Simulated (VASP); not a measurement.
Wanted: the native input for a VASP 6.6.1 run.

```
Task                   : single point
Functional             : PBE
Potentials or basis    : VASP PAW PBE potentials, release 64 (Mg, O, N)
Cutoff                 : 520 eV
k mesh                 : 5 × 5 × 1
Occupations            : gaussian, width 0.05 eV
Spin                   : no spin polarisation
Dipole correction      : yes
Further INCAR settings : LREAL = Auto; ALGO = Normal; EDIFF = 1e-07; NBANDS = 72
```

The structure of Mg6NO6 lies in POSCAR:

```
Mg6NO6
1.0
    6.0171792582      0.0000000000      0.0000000000
    0.0000000000      6.0171792582      0.0000000000
    0.0000000000      0.0000000000     20.8799623436
Mg O N
12 12 2
Direct
    0.2500000000      0.2500000000      0.1915712267
    0.2500000000      0.7500000000      0.1915712267
    0.7500000000      0.2500000000      0.1915712267
    0.7500000000      0.7500000000      0.1915712267
    0.0000000000      0.0000000000      0.2936999204
    0.0000000000      0.5000000000      0.2936999204
    0.5000000000      0.0000000000      0.2936999204
    0.5000000000      0.5000000000      0.2936999204
    0.2500000000      0.2500000000      0.3942063725
    0.2500000000      0.7500000000      0.3942063725
    0.7500000000      0.2500000000      0.3942063725
    0.7500000000      0.7500000000      0.3942063725
    0.0000000000      0.0000000000      0.1915712267
    0.0000000000      0.5000000000      0.1915712267
    0.5000000000      0.0000000000      0.1915712267
    0.5000000000      0.5000000000      0.1915712267
    0.2500000000      0.2500000000      0.2932336620
    0.2500000000      0.7500000000      0.2932336620
    0.7500000000      0.2500000000      0.2932336620
    0.7500000000      0.7500000000      0.2932336620
    0.0000000000      0.0000000000      0.3965506358
    0.0000000000      0.5000000000      0.3965506358
    0.5000000000      0.0000000000      0.3965506358
    0.5000000000      0.5000000000      0.3965506358
    0.1250000000      0.2500000000      0.5593061811
    0.1250000000      0.2500000000      0.6120923360
```

The input as run:

INCAR

```
SYSTEM = Mg6NO6
ALGO = Normal ; DIPOL = 0.5 0.5 0.316
EDIFF = 1E-7 ; ENCUT = 520
GGA = PE ; IDIPOL = 3
ISIF = 2 ; ISMEAR = 0
LASPH = .TRUE. ; LCHARG = .FALSE.
LDIPOL = .TRUE. ; LREAL = Auto
LWAVE = .FALSE. ; NBANDS = 72
NELM = 80 ; PREC = Accurate
SIGMA = 0.05
```

KPOINTS

```
k-points
0
G
  5 5 1
  0 0 0
```

Potentials or basis: VASP PAW PBE potentials, release 64 (Mg, O, N).

Launch:

```console
$ cat potpaw_PBE.64/Mg/POTCAR potpaw_PBE.64/O/POTCAR potpaw_PBE.64/N/POTCAR > POTCAR
$ mpirun -np 1 vasp_std > vasp.out
```

Results of the run:

```
Largest force          : 1.751 eV/Å
Band gap on the k mesh : 3.03 eV (least direct gap 3.08 eV)
```

Caveat: the standard files for N, O and F lose accuracy on very short bonds.

It took 11 min on 1 thread of Intel(R) Xeon(R) 6975P-C (Granite Rapids), on a shared host, peak memory 0.89 GiB.
